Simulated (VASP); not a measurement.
# MgO in VASP: notebook

Runs on MgO. Level: PBEsol. Tasks: single point.

All numbers are computed with VASP 6.6.1; they aren't measurements. Logs are shortened: lines on timing, memory, paths and dates and some standing lists are left out, and cuts for length are marked.

**The experiment to reproduce.**

From “Electronic structure of alkaline earth and post-transition metal oxides”, 2009, arxiv:0908.1581, for a bulk crystal of MgO: band gap 7.83 eV.

The runs below are set against these values where they give the same quantity.

### 1 The cell of the first run

Symmetry: Fm-3m, No. 225, cubic system. The conventional cell has a = 4.215 Å, b = 4.215 Å, c = 4.215 Å, α = 90.00°, β = 90.00°, γ = 90.00°. Within 2.8 Å of Mg (site symmetry m-3m) lie 6 O at 2.11 Å. O (site symmetry m-3m) has 6 Mg at 2.11 Å within 2.8 Å.

### 2 Single point, PBEsol

INCAR

```
SYSTEM = MgO
ALGO = Normal
EDIFF = 1E-6
ENCUT = 520
GGA = PS
ISIF = 2
ISMEAR = 0
LASPH = .True.
LCHARG = .False.
LREAL = .False.
LWAVE = .False.
NBANDS = 11
NELM = 100
PREC = Accurate
SIGMA = 0.05
```

KPOINTS

```
k-points
0
Gamma
  10 10 10
  0 0 0
```

POSCAR

```
MgO
1.0
    0.0000000000      2.1075959641      2.1075959641
    2.1075959641      0.0000000000      2.1075959641
    2.1075959641      2.1075959641      0.0000000000
Mg O
1 1
Direct
    0.0000000000      0.0000000000      0.0000000000
    0.5000000000      0.5000000000      0.5000000000
```

Potentials or basis: VASP PAW PBE potentials, release 64 (Mg, O).

The run is started by

```
$ cat potpaw_PBE.64/Mg/POTCAR potpaw_PBE.64/O/POTCAR > POTCAR
$ mpirun -np 1 vasp_std > vasp.out
```

OUTCAR:

```text
SYSTEM = MgO
   EDIFF = 1E-6
   ENCUT = 520
   GGA = PS
   ISIF = 2
   ISMEAR = 0
   LASPH = .True.
   LREAL = .False.
   NELM = 100
   PREC = Accurate

 ion  position               nearest neighbor table
   1  0.000  0.000  0.000-   2 2.11   2 2.11   2 2.11   2 2.11   2 2.11   2 2.11
   2  0.500  0.500  0.500-   1 2.11   1 2.11   1 2.11   1 2.11   1 2.11   1 2.11

  LATTYP: Found a face centered cubic cell.
 ALAT       =     4.2151919282

  Lattice vectors:

 A1 = (   0.0000000000,   2.1075959641,   2.1075959641)
 A2 = (   2.1075959641,   0.0000000000,   2.1075959641)
 A3 = (   2.1075959641,   2.1075959641,   0.0000000000)

Analysis of symmetry for initial positions (statically):
=====================================================================
 Subroutine PRICEL returns:
 Original cell was already a primitive cell.

 Routine SETGRP: Setting up the symmetry group for a
 face centered cubic supercell.

 Subroutine GETGRP returns: Found 48 space group operations
 (whereof 48 operations were pure point group operations)
 out of a pool of 48 trial point group operations.

The static configuration has the point symmetry O_h .

Analysis of symmetry for dynamics (positions and initial velocities):
=====================================================================
 Subroutine PRICEL returns:
 Original cell was already a primitive cell.

 Routine SETGRP: Setting up the symmetry group for a
 face centered cubic supercell.

 Subroutine GETGRP returns: Found 48 space group operations
 (whereof 48 operations were pure point group operations)
 out of a pool of 48 trial point group operations.

The dynamic configuration has the point symmetry O_h .

 Subroutine INISYM returns: Found 48 space group operations
 (whereof 48 operations are pure point group operations),
 and found     1 'primitive' translations

----------------------------------------------------------------------------------------

                                     Primitive cell

  volume of cell :      18.7237

  direct lattice vectors                    reciprocal lattice vectors
     0.000000000  2.107595964  2.107595964    -0.237237122  0.237237122  0.237237122
     2.107595964  0.000000000  2.107595964     0.237237122 -0.237237122  0.237237122
     2.107595964  2.107595964  0.000000000     0.237237122  0.237237122 -0.237237122

  length of vectors
     2.980590796  2.980590796  2.980590796     0.410906748  0.410906748  0.410906748

  position of ions in fractional coordinates (direct lattice)
     0.000000000  0.000000000  0.000000000
     0.500000000  0.500000000  0.500000000

  ion indices of the primitive-cell ions
   primitive index   ion index
                 1           1
                 2           2

----------------------------------------------------------------------------------------

 KPOINTS: k-points

Automatic generation of k-mesh.
 Grid dimensions read from file:
 generate k-points for:   10   10   10

 Generating k-lattice:

  Cartesian coordinates                     Fractional coordinates (reciprocal lattice)
    -0.023723712  0.023723712  0.023723712     0.100000000  0.000000000  0.000000000
     0.023723712 -0.023723712  0.023723712     0.000000000  0.100000000  0.000000000
     0.023723712  0.023723712 -0.023723712     0.000000000  0.000000000  0.100000000

  Length of vectors
     0.041090675  0.041090675  0.041090675

  Shift w.r.t. Gamma in fractional coordinates (k-lattice)
     0.000000000  0.000000000  0.000000000

 Subroutine IBZKPT returns following result:
 ===========================================

 Found     47 irreducible k-points:

 Following reciprocal coordinates:
            Coordinates               Weight
  0.000000  0.000000  0.000000      1.000000
  0.100000  0.000000  0.000000      8.000000
  0.200000  0.000000  0.000000      8.000000
  0.300000  0.000000  0.000000      8.000000
  0.400000  0.000000  0.000000      8.000000
  0.500000  0.000000  0.000000      4.000000
[... 16 lines left out ...]
  0.300000  0.300000  0.000000      6.000000
  0.400000  0.300000  0.000000     24.000000
 [... further k-points ...]
   k-points           NKPTS =     47   k-points in BZ     NKDIM =     47   number of bands    NBANDS=     11
   number of dos      NEDOS =    301   number of ions     NIONS =      2
   total plane-waves  NPLWV =  13824
   dimension x,y,z NGX =    24 NGY =   24 NGZ =   24
   dimension x,y,z NGXF=    48 NGYF=   48 NGZF=   48
   ions per type =               1   1
   NGX,Y,Z   is equivalent  to a cutoff of  13.39, 13.39, 13.39 a.u.
   NGXF,Y,Z  is equivalent  to a cutoff of  26.77, 26.77, 26.77 a.u.
 SYSTEM =  MgO
   PREC   = accura    normal or accurate (medium, high low for compatibility)
   ISTART =      0    job   : 0-new  1-cont  2-samecut
   ICHARG =      2    charge: 1-file 2-atom 10-const
   ISPIN  =      1    spin polarized calculation?
   LNONCOLLINEAR =      F non collinear calculations
   LSORBIT =      F    spin-orbit coupling
   LASPH  =      T    aspherical Exc in radial PAW
   ENCUT  =  520.0 eV  38.22 Ry    6.18 a.u.   5.54  5.54  5.54*2*pi/ulx,y,z
   NELM   =    100;   NELMIN=  2; NELMDL= -5     # of ELM steps
   EDIFF  = 0.1E-05   stopping-criterion for ELM
   LREAL  =      F    real-space projection
   EDIFFG = 0.1E-04   stopping-criterion for IOM
   NSW    =      0    number of steps for IOM
   IBRION =     -1    ionic relax: 0-MD 1-quasi-New 2-CG
   NFREE  =      0    steps in history (QN), initial steepest desc. (CG)
   ISIF   =      2    stress and relaxation
   ISYM   =      2    0-nonsym 1-usesym 2-fastsym
   POTIM  = 0.5000    time-step for ionic-motion
   TEBEG  =    0.0;   TEEND  =   0.0 temperature during run
   PSTRESS=    0.0 pullay stress
   NELECT =       8.0000    total number of electrons
   NUPDOWN=      -1.0000    fix difference up-down
   EMIN   =  10.00;   EMAX   =-10.00  energy-range for DOS
   EFERMI =   0.00;   METHOD = LEGACY
   ISMEAR =     0;   SIGMA  =   0.05  broadening in eV -4-tet -1-fermi 0-gaus
   EFERMI_NEDOS =   21; number of points for ismear=-14 and -15
   IALGO  =     38    algorithm
   IMIX   =      4    mixing-type and parameters
     AMIX     =   0.40;   BMIX     =  1.00
     AMIX_MAG =   1.60;   BMIX_MAG =  1.00
  volume/ion in A,a.u.               =       9.36        63.18
  Fermi-wavevector in a.u.,A,eV,Ry     =   1.233031  2.330091 20.685841  1.520366
  Thomas-Fermi vector in A             =   2.367778
   LORBIT       =      0    0 simple, 1 ext, 2 COOP (PROOUT), +10 PAW based schemes
   GGA     = PS    functional components
   LHFCALC =     F    Hartree Fock is set to
   AEXX    =    0.0000 exact exchange contribution
   IVDW    =     0    specifies the selected vdW correction
   LEPSILON=     F    determine dielectric tensor
   LRPA    =     F    only Hartree local field effects (RPA)
 non-spin polarized calculation
 Gauss-broadening in eV      SIGMA  =   0.05
  energy-cutoff  :      520.00
  volume of cell :       18.72
 maximum number of plane-waves:       531
 NGX is ok and might be reduce to    24
   NGX = 11   NGY = 11   NGZ = 11

 number of electron       8.0000005 magnetization

 Free energy of the ion-electron system (eV)
  ---------------------------------------------------
  ext. energy  EPLUGINS =         0.00000000
  ---------------------------------------------------
  free energy    TOTEN  =       -12.51242270 eV

  energy without entropy =      -12.51242270  energy(sigma->0) =      -12.51242270

 E-fermi :   3.2835     XC(G=0): -11.2996

 val. band max:        3.0506273243   @ k =   0.0000   0.0000   0.0000
 cond. band min:       7.6633951577   @ k =   0.0000   0.0000   0.0000
 fundamental gap:      4.6127678334
 Fermi energy:         3.2834504018

 k-point     1 :       0.0000    0.0000    0.0000
  band No.  band energies     occupation
      1     -14.1437      2.00000
      2       3.0506      2.00000
      3       3.0506      2.00000
      4       3.0506      2.00000
      5       7.6634      0.00000
      6      18.6701      0.00000
      7      18.6701      0.00000
      8      18.6701      0.00000
      9      22.5068      0.00000
     10      24.3878      0.00000
     11      24.3878      0.00000

 k-point     2 :       0.1000    0.0000    0.0000
  band No.  band energies     occupation
      1     -14.0364      2.00000
      2       2.3874      2.00000
      3       2.9822      2.00000
      4       2.9822      2.00000
      5       8.2981      0.00000
      6      17.4093      0.00000
      7      18.9108      0.00000
      8      18.9108      0.00000
      9      23.6601      0.00000
     10      23.6601      0.00000
     11      24.1828      0.00000

 k-point     3 :       0.2000    0.0000    0.0000
  band No.  band energies     occupation
      1     -13.7408      2.00000
      2       1.0515      2.00000
      3       2.8090      2.00000
      4       2.8090      2.00000
      5       9.4913      0.00000
      6      15.9023      0.00000
      7      19.3991      0.00000
      8      19.3991      0.00000
      9      22.9644      0.00000
     10      22.9644      0.00000
     11      25.1364      0.00000

 k-point     4 :       0.3000    0.0000    0.0000
  band No.  band energies     occupation
      1     -13.3412      2.00000
      2      -0.2826      2.00000
      3       2.6055      2.00000
      4       2.6055      2.00000
      5      10.4065      0.00000
      6      15.2386      0.00000
      7      19.5250      0.00000
      8      19.5250      0.00000
      9      23.3967      0.00000
     10      23.3967      0.00000
     11      24.5389      0.00000
[... 239 lines left out ...]
 k-point    22 :      -0.2000    0.2000    0.0000
  band No.  band energies     occupation
      1     -13.2225      2.00000
      2      -0.0830      2.00000
      3       1.6939      2.00000
      4       2.6021      2.00000
      5      11.3773      0.00000
      6      14.7758      0.00000
      7      18.0198      0.00000
      8      20.6934      0.00000
      9      21.3447      0.00000
     10      24.2349      0.00000
     11      27.7069      0.00000

 k-point    23 :       0.3000    0.3000    0.0000
  band No.  band energies     occupation
      1     -13.1352      2.00000
      2      -0.1399      2.00000
      3       2.1024      2.00000
      4       2.1024      2.00000
      5      11.7944      0.00000
      6      13.2824      0.00000
      7      17.3337      0.00000
      8      20.8209      0.00000
      9      20.8209      0.00000
     10      27.0490      0.00000
     11      30.2971      0.00000

 k-point    24 :       0.4000    0.3000    0.0000
  band No.  band energies     occupation
      1     -12.8825      2.00000
      2      -0.5693      2.00000
      3       1.7307      2.00000
      4       1.9538      2.00000
      5      12.4964      0.00000
      6      13.0480      0.00000
      7      16.5065      0.00000
      8      21.0665      0.00000
      9      21.2705      0.00000
     10      27.7859      0.00000
     11      29.8990      0.00000

 [... further k-points ...]
[... 5 lines left out ...]
  --------------------------------------------------------------------------------------
  -------------------------------------------------------------------------------------
  Total       -0.0741602     -0.0741602     -0.0741602      0.0000000      0.0000000     -0.0000000
  in kB       -6.3458415     -6.3458415     -6.3458415      0.0000000      0.0000000     -0.0000000
  external PRESSURE =      -6.3458415 kB  Pullay stress =       0.0000000 kB

 VOLUME and BASIS-vectors are now :
 -----------------------------------------------------------------------------
  energy-cutoff  :      520.00
  volume of cell :       18.72
      direct lattice vectors                 reciprocal lattice vectors
     0.000000000  2.107595964  2.107595964    -0.237237122  0.237237122  0.237237122
     2.107595964  0.000000000  2.107595964     0.237237122 -0.237237122  0.237237122
     2.107595964  2.107595964  0.000000000     0.237237122  0.237237122 -0.237237122

 POSITION                                       TOTAL-FORCE (eV/Angst)
 -----------------------------------------------------------------------------------
      0.00000      0.00000      0.00000         0.000000      0.000000     -0.000000
      2.10760      2.10760      2.10760        -0.000000     -0.000000      0.000000
 -----------------------------------------------------------------------------------
    total drift:                               -0.000000     -0.000000      0.000000

  FREE ENERGIE OF THE ION-ELECTRON SYSTEM (eV)
  ---------------------------------------------------
  free  energy   TOTEN  =       -12.5124227023 eV

  energy  without entropy=      -12.5124227023  energy(sigma->0) =      -12.51242270
```

Wall time 3.9 s (1 thread of Intel Xeon 6975P-C (Granite Rapids), shared host); peak memory 0.14 GiB.

Results:

* Free energy: -12.5124 eV
* Pressure: -0.6 GPa
* Band gap on the k mesh: 4.61 eV, direct

Levels at points of the mesh, in eV from the valence-band top:
```csv
k point,band 1,band 2,band 3,band 4,band 5,band 6,band 7,band 8,band 9
"(0.00, 0.00, 0.00)",-17.19,0.00,0.00,0.00,4.61,15.62,15.62,15.62,19.46
"(0.50, 0.00, 0.00)",-15.89,-4.67,-0.66,-0.66,7.73,12.48,16.15,16.15,20.73
"(0.50, 0.50, 0.00)",-15.62,-4.14,-1.36,-1.36,8.92,9.85,12.95,18.81,18.81
```

Caveat: the PAW data sets were made with another functional, which shifts forces and pressure a little.

[end of part 1 of 2]
